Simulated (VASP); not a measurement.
Runs of VASP 6.6.1 on InP. The structure is that of space group I-4m2 (No. 119), or close to it. The cells are those of the table. 

| cell | gap on the mesh (eV) | pressure (GPa) |
| --- | --- | --- |
| a = 4.383, b = 4.383, c = 5.700 Å, 4 atoms | 0.01 | (a) |
| a = 4.467, b = 4.467, c = 5.565 Å, 4 atoms | (b) | -2.8 |
| a = 4.467, b = 4.467, c = 5.745 Å, 4 atoms | 0.24 | -4.1 |
| a = 4.383, b = 4.383, c = 5.817 Å, 4 atoms | (c) | -2.9 |

Alike in all rows: task single point; level PBE; potentials or basis VASP PAW PBE potentials, release 64 (In_d, P); no spin polarisation; k mesh 8 × 8 × 6; cutoff (eV) 520; smearing gaussian 0.02 eV.

Estimate the missing entries.

(a) -2.0; (b) 0.19; (c) 0.04.

Caveats: spin-orbit coupling is left out, which moves the levels of the heavy elements; the cell stands under tension (at least some runs).

A k mesh can miss the band edges, and the runs leave out spin-orbit coupling on In.
